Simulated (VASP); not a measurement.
# Al4GeRu: single point with PBE

The system is Al4GeRu.

```
CELL_PARAMETERS angstrom
-2.57932 2.57932 3.49680
2.57932 -2.57932 3.49680
2.57932 2.57932 -3.49680
ATOMIC_POSITIONS crystal
Al 0.29120 0.29120 0.33060
Al 0.70880 0.03940 0.00000
Al 0.96060 0.96060 0.66940
Al 0.03940 0.70880 0.00000
Ge 0.00000 0.00000 0.00000
Ru 0.50000 0.50000 0.00000
```

The cell was built from a structure type or drawn by symmetry, and may not be a known phase.

```
Program             : VASP 6.6.1
Task                : single point
Functional          : PBE
Potentials or basis : VASP PAW PBE potentials, release 64 (Al, Ge_d, Ru_pv)
Cutoff              : 520 eV
k mesh              : 6 × 6 × 6
Occupations         : gaussian, width 0.1 eV
Spin                : no spin polarisation
```

- Pressure: 158.5 GPa
- Largest force: 49.143 eV/Å
- Band gap on the k mesh: zero (bands 20 and 21 overlap by 2.06 eV)

Forces in eV/Å, atoms in the order of the input:
```
Al   27.961  27.961  29.178
Al   27.961 -27.961 -29.178
Al  -27.961 -27.961  29.178
Al  -27.961  27.961 -29.178
Ge    0.000   0.000   0.000
Ru    0.000   0.000   0.000
```

Stress tensor (GPa, compression positive):
```
156.57   0.00   0.00
  0.00 156.57   0.00
  0.00   0.00 162.30
```

Levels at points of the mesh, in eV from the Fermi level:
| k point | band 17 | band 18 | band 19 | band 20 | band 21 | band 22 | band 23 | band 24 |
| --- | --- | --- | --- | --- | --- | --- | --- | --- |
| (0.00, 0.00, 0.00) | -2.51 | -2.21 | 0.53 | 1.50 | 1.73 | 1.73 | 2.18 | 2.18 |
| (0.50, 0.00, 0.00) | -1.53 | -1.34 | -1.12 | -1.02 | -0.56 | 1.49 | 2.30 | 2.98 |
| (0.50, 0.50, 0.00) | -1.36 | -0.99 | -0.67 | 1.02 | 1.04 | 1.68 | 1.99 | 3.64 |
| (0.50, 0.50, 0.50) | -1.41 | -1.41 | -0.58 | 0.36 | 0.36 | 0.89 | 4.29 | 4.40 |

Wall time 3.2 min on 1 thread of Intel Xeon 8259CL, with other jobs on the host, peak memory 0.29 GiB.

Caveat: atoms lie so close that the PAW spheres overlap strongly, which falsifies energies and pressures; the cell stands under pressure; forces of over 1 eV/Å act on the atoms, so gaps and moduli don't describe the material at rest.
